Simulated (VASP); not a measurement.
# Hg (C2/m) in VASP: further runs

The runs below take Hg through electric field gradients, single point, with PBE.

Everything below comes from runs of VASP 6.6.1. Logs are shortened: lines on timing, memory, paths and dates and some standing lists are left out, and cuts for length are marked.

## Step 1: The cell of the first run

The structure is monoclinic, space group C2/m (No. 12). Conventional cell: a = 4.556 Å, b = 4.172 Å, c = 3.120 Å, α = 90.00°, β = 96.54°, γ = 90.00°. Hg (site symmetry 2/m) has 12 Hg at 3.09 to 4.20 Å within 4.3 Å.

## Step 2: Electric field gradients, PBE (29.45 Å³/atom)

Contents of INCAR:

```
SYSTEM = Hg
ALGO     = Normal         ! electronic algorithm
EDIFF    = 1E-8           ! SCF threshold, eV
ENCUT    = 520            ! plane-wave cutoff, eV
GGA      = PE             ! functional
ISIF     = 2              ! what is computed and relaxed
ISMEAR   = -1             ! smearing method
LASPH    = .TRUE.         ! aspherical terms in the spheres
LCHARG   = .FALSE.        ! write CHGCAR
LEFG     = .TRUE.       
LREAL    = .FALSE.        ! projectors in reciprocal space
LWAVE    = .FALSE.        ! write WAVECAR
NBANDS   = 12             ! bands
NELM     = 100            ! most SCF steps
PREC     = Accurate       ! precision mode
SIGMA    = 0.05           ! smearing width, eV
```

Contents of KPOINTS:

```
k-points
0
G
  11 11 11
  0 0 0
```

Contents of POSCAR:

```
Hg
1.0
    2.2777908541     -2.0859833149      0.0000000000
    2.2777908541      2.0859833149      0.0000000000
   -0.3555748511      0.0000000000      3.0994197582
Hg
1
Direct
    0.5000000000      0.5000000000      0.5000000000
```

Potentials or basis: VASP PAW PBE potentials, release 64 (Hg).

On the command line:

```
> cat potpaw_PBE.64/Hg/POTCAR > POTCAR
> mpirun -np 1 vasp_std > vasp.out
```

OUTCAR:

```text
SYSTEM = Hg
   EDIFF = 1E-8
   ENCUT = 520
   GGA = PE
   ISIF = 2
   ISMEAR = -1
   LASPH = .TRUE.
   LREAL = .FALSE.
   NELM = 100
   PREC = Accurate

 ion  position               nearest neighbor table
   1  0.500  0.500  0.500-

  LATTYP: Found a base centered monoclinic cell.
 ALAT       =     4.5555817082
 B/A-ratio  =     0.9157922955
 C/A-ratio  =     0.6848191074
 COS(beta)  =    -0.1139754530

  Lattice vectors:

 A1 = (   2.2777908541,  -2.0859833149,   0.0000000000)
 A2 = (   2.2777908541,   2.0859833149,   0.0000000000)
 A3 = (  -0.3555748511,   0.0000000000,   3.0994197582)

Analysis of symmetry for initial positions (statically):
=====================================================================
 Subroutine PRICEL returns:
 Original cell was already a primitive cell.

 Routine SETGRP: Setting up the symmetry group for a
 base centered monoclinic supercell.

 Subroutine GETGRP returns: Found  4 space group operations
 (whereof  4 operations were pure point group operations)
 out of a pool of  4 trial point group operations.

The static configuration has the point symmetry C_2h.

Analysis of symmetry for dynamics (positions and initial velocities):
=====================================================================
 Subroutine PRICEL returns:
 Original cell was already a primitive cell.

 Routine SETGRP: Setting up the symmetry group for a
 base centered monoclinic supercell.

 Subroutine GETGRP returns: Found  4 space group operations
 (whereof  4 operations were pure point group operations)
 out of a pool of  4 trial point group operations.

The dynamic configuration has the point symmetry C_2h.

 Subroutine INISYM returns: Found  4 space group operations
 (whereof  4 operations are pure point group operations),
 and found     1 'primitive' translations

----------------------------------------------------------------------------------------

                                     Primitive cell

  volume of cell :      29.4534

  direct lattice vectors                    reciprocal lattice vectors
     2.277790854 -2.085983315  0.000000000     0.219510935 -0.239695110  0.025182961
     2.277790854  2.085983315  0.000000000     0.219510935  0.239695110  0.025182961
    -0.355574851  0.000000000  3.099419758     0.000000000  0.000000000  0.322641035

  length of vectors
     3.088633608  3.088633608  3.119749399     0.325995365  0.325995365  0.322641035

  position of ions in fractional coordinates (direct lattice)
     0.500000000  0.500000000  0.500000000

  ion indices of the primitive-cell ions
   primitive index   ion index
                 1           1

----------------------------------------------------------------------------------------

 KPOINTS: k-points

Automatic generation of k-mesh.
 Grid dimensions read from file:
 generate k-points for:   11   11   11

 Generating k-lattice:

  Cartesian coordinates                     Fractional coordinates (reciprocal lattice)
     0.019955540 -0.021790465  0.002289360     0.090909091 -0.000000000  0.000000000
     0.019955540  0.021790465  0.002289360    -0.000000000  0.090909091  0.000000000
     0.000000000  0.000000000  0.029331003     0.000000000  0.000000000  0.090909091

  Length of vectors
     0.029635942  0.029635942  0.029331003

  Shift w.r.t. Gamma in fractional coordinates (k-lattice)
     0.000000000  0.000000000  0.000000000

 Subroutine IBZKPT returns following result:
 ===========================================

 Found    366 irreducible k-points:

 Following reciprocal coordinates:
            Coordinates               Weight
  0.000000  0.000000  0.000000      1.000000
  0.090909  0.000000  0.000000      4.000000
  0.181818  0.000000  0.000000      4.000000
  0.272727  0.000000  0.000000      4.000000
  0.363636  0.000000  0.000000      4.000000
  0.454545  0.000000  0.000000      4.000000
[... 16 lines left out ...]
 -0.272727  0.181818 -0.000000      4.000000
 -0.181818  0.181818  0.000000      2.000000
 [... further k-points ...]
   k-points           NKPTS =    366   k-points in BZ     NKDIM =    366   number of bands    NBANDS=     12
   number of dos      NEDOS =    301   number of ions     NIONS =      1
   total plane-waves  NPLWV =  13824
   dimension x,y,z NGX =    24 NGY =   24 NGZ =   24
   dimension x,y,z NGXF=    48 NGYF=   48 NGZF=   48
   ions per type =               1
   NGX,Y,Z   is equivalent  to a cutoff of  12.92, 12.92, 12.79 a.u.
   NGXF,Y,Z  is equivalent  to a cutoff of  25.84, 25.84, 25.58 a.u.
 SYSTEM =  Hg
   PREC   = accura    normal or accurate (medium, high low for compatibility)
   ISTART =      0    job   : 0-new  1-cont  2-samecut
   ICHARG =      2    charge: 1-file 2-atom 10-const
   ISPIN  =      1    spin polarized calculation?
   LNONCOLLINEAR =      F non collinear calculations
   LSORBIT =      F    spin-orbit coupling
   LASPH  =      T    aspherical Exc in radial PAW
   ENCUT  =  520.0 eV  38.22 Ry    6.18 a.u.   5.74  5.74  5.80*2*pi/ulx,y,z
   NELM   =    100;   NELMIN=  2; NELMDL= -5     # of ELM steps
   EDIFF  = 0.1E-07   stopping-criterion for ELM
   LREAL  =      F    real-space projection
   EDIFFG = 0.1E-06   stopping-criterion for IOM
   NSW    =      0    number of steps for IOM
   IBRION =     -1    ionic relax: 0-MD 1-quasi-New 2-CG
   NFREE  =      0    steps in history (QN), initial steepest desc. (CG)
   ISIF   =      2    stress and relaxation
   ISYM   =      2    0-nonsym 1-usesym 2-fastsym
   POTIM  = 0.5000    time-step for ionic-motion
   TEBEG  =    0.0;   TEEND  =   0.0 temperature during run
   PSTRESS=    0.0 pullay stress
   NELECT =      12.0000    total number of electrons
   NUPDOWN=      -1.0000    fix difference up-down
   EMIN   =  10.00;   EMAX   =-10.00  energy-range for DOS
   EFERMI =   0.00;   METHOD = LEGACY
   ISMEAR =    -1;   SIGMA  =   0.05  broadening in eV -4-tet -1-fermi 0-gaus
   EFERMI_NEDOS =   21; number of points for ismear=-14 and -15
   IALGO  =     38    algorithm
   IMIX   =      4    mixing-type and parameters
     AMIX     =   0.40;   BMIX     =  1.00
     AMIX_MAG =   1.60;   BMIX_MAG =  1.00
  volume/ion in A,a.u.               =      29.45       198.76
  Fermi-wavevector in a.u.,A,eV,Ry     =   1.213641  2.293449 20.040353  1.472924
  Thomas-Fermi vector in A             =   2.349086
   LORBIT       =      0    0 simple, 1 ext, 2 COOP (PROOUT), +10 PAW based schemes
   GGA     = PE    functional components
   LHFCALC =     F    Hartree Fock is set to
   AEXX    =    0.0000 exact exchange contribution
   IVDW    =     0    specifies the selected vdW correction
   LEPSILON=     F    determine dielectric tensor
   LRPA    =     F    only Hartree local field effects (RPA)
 non-spin polarized calculation
  energy-cutoff  :      520.00
  volume of cell :       29.45
 maximum number of plane-waves:       804
   NGX = 11   NGY = 11   NGZ = 11

 number of electron      11.9999998 magnetization

 Free energy of the ion-electron system (eV)
  ---------------------------------------------------
  ext. energy  EPLUGINS =         0.00000000
  ---------------------------------------------------
  free energy    TOTEN  =        -0.16543809 eV

  energy without entropy =       -0.16317687  energy(sigma->0) =       -0.16430748

 E-fermi :   1.2713     XC(G=0):  -9.5832

 val. band max:        1.2262335359   @ k =  -0.4545  -0.4545   0.2727
 cond. band min:       1.2823050872   @ k =  -0.0909   0.1818   0.4545
 fundamental gap:      0.0560715513
 Fermi energy:         1.2713422529

 k-point     1 :       0.0000    0.0000    0.0000
  band No.  band energies     occupation
      1      -6.4188      2.00000
      2      -6.2553      2.00000
      3      -6.2157      2.00000
      4      -4.5701      2.00000
      5      -4.5582      2.00000
      6      -4.5234      2.00000
      7      10.7820      0.00000
      8      11.0824      0.00000
      9      11.2176      0.00000
     10      14.2122      0.00000
     11      15.9011      0.00000
     12      16.1035      0.00000

 k-point     2 :       0.0909    0.0000    0.0000
  band No.  band energies     occupation
      1      -6.3068      2.00000
      2      -6.2071      2.00000
      3      -6.1392      2.00000
      4      -4.6085      2.00000
      5      -4.5833      2.00000
      6      -4.5437      2.00000
      7       9.6077      0.00000
      8      10.9806      0.00000
      9      11.3409      0.00000
     10      14.7144      0.00000
     11      15.9453      0.00000
     12      17.3116      0.00000

 k-point     3 :       0.1818    0.0000    0.0000
  band No.  band energies     occupation
      1      -6.2169      2.00000
      2      -6.1562      2.00000
      3      -5.5903      2.00000
      4      -4.7256      2.00000
      5      -4.6850      2.00000
      6      -4.5417      2.00000
      7       7.1655      0.00000
      8      11.5000      0.00000
      9      11.8453      0.00000
     10      15.0780      0.00000
     11      15.9187      0.00000
     12      20.1302      0.00000
[... 286 lines left out ...]
 k-point    23 :      -0.2727    0.1818   -0.0000
  band No.  band energies     occupation
      1      -6.0402      2.00000
      2      -5.6418      2.00000
      3      -5.1571      2.00000
      4      -4.8476      2.00000
      5      -4.6919      2.00000
      6      -3.9822      2.00000
      7       5.0137      0.00000
      8       7.9769      0.00000
      9      13.2946      0.00000
     10      15.7815      0.00000
     11      17.7844      0.00000
     12      19.4448      0.00000

 k-point    24 :      -0.1818    0.1818    0.0000
  band No.  band energies     occupation
      1      -6.0942      2.00000
      2      -5.7966      2.00000
      3      -5.2873      2.00000
      4      -4.7232      2.00000
      5      -4.7121      2.00000
      6      -4.5884      2.00000
      7       7.2028      0.00000
      8       7.6442      0.00000
      9      12.4360      0.00000
     10      15.5387      0.00000
     11      19.3717      0.00000
     12      20.2426      0.00000

 [... further k-points ...]

------------------------ aborting loop because EDIFF is reached ----------------------------------------

  FORCE on cell =-STRESS in cart. coord.  units (eV):
  Direction    XX          YY          ZZ          XY          YZ          ZX
  --------------------------------------------------------------------------------------
  -------------------------------------------------------------------------------------
  Total        0.0958029      0.0621127      0.0178476      0.0000000      0.0000000     -0.0168335
  in kB        5.2113988      3.3787479      0.9708571      0.0000000      0.0000000     -0.9156953
  external PRESSURE =       3.1870013 kB  Pullay stress =       0.0000000 kB

 VOLUME and BASIS-vectors are now :
 -----------------------------------------------------------------------------
  energy-cutoff  :      520.00
  volume of cell :       29.45
      direct lattice vectors                 reciprocal lattice vectors
     2.277790854 -2.085983315  0.000000000     0.219510935 -0.239695110  0.025182961
     2.277790854  2.085983315  0.000000000     0.219510935  0.239695110  0.025182961
    -0.355574851  0.000000000  3.099419758     0.000000000  0.000000000  0.322641035

 POSITION                                       TOTAL-FORCE (eV/Angst)
 -----------------------------------------------------------------------------------
      2.10000      0.00000      1.54971        -0.000000     -0.000000      0.000000
 -----------------------------------------------------------------------------------
    total drift:                               -0.000000     -0.000000     -0.000000

  FREE ENERGIE OF THE ION-ELECTRON SYSTEM (eV)
  ---------------------------------------------------
  free  energy   TOTEN  =        -0.1654380866 eV

  energy  without entropy=       -0.1631768690  energy(sigma->0) =       -0.16430748

 Electric field gradients (V/A^2)
---------------------------------------------------------------------
 ion       V_xx      V_yy      V_zz      V_xy      V_xz      V_yz
---------------------------------------------------------------------
   1     -30.976    13.593    17.383    -0.000    24.456    -0.000
---------------------------------------------------------------------

 Electric field gradients after diagonalization (V/A^2)
 (convention: |V_zz| > |V_xx| > |V_yy|)
----------------------------------------------------------------------
 ion       V_xx      V_yy      V_zz     asymmetry (V_yy - V_xx)/ V_zz
----------------------------------------------------------------------
   1      27.594    13.593   -41.187       0.340
----------------------------------------------------------------------

           NMR quadrupolar parameters

 Cq : quadrupolar parameter    Cq=e*Q*V_zz/h
 eta: asymmetry parameters     (V_yy - V_xx)/ V_zz
 Q  : nuclear electric quadrupole moment in mb (millibarn)
----------------------------------------------------------------------
 ion       Cq(MHz)       eta       Q (mb)
----------------------------------------------------------------------
   1      -0.100       0.340       1.000
----------------------------------------------------------------------
```

Run time: 60 s. Hardware: 1 thread of Intel Xeon Platinum 8259CL at 2.50GHz (Skylake/Cascade Lake), shared host; peak memory 0.23 GiB.

Results:

```yaml
Free_energy: -0.1654 eV
Pressure: 0.3 GPa
Band_gap_on_the_k_mesh: zero (bands 6 and 7 overlap by 3.37 eV)
Largest_electric_field_gradient_by_atom: Hg -41.2 V/Å²
```

Stress tensor (GPa, compression positive):
```
 0.52  0.00 -0.09
 0.00  0.34  0.00
-0.09  0.00  0.10
```

Electric field gradients, principal values (V/Å²):
```csv
atom,least,middle,greatest (by size)
1 Hg,13.593,27.594,-41.187
```

Caveat: without QUAD_EFG the Cq values of the log hold for a quadrupole moment of 1 mb, not for the nuclei; spin-orbit coupling is left out, which moves the levels of the heavy elements.

(Part 1 of 2 ends here.)
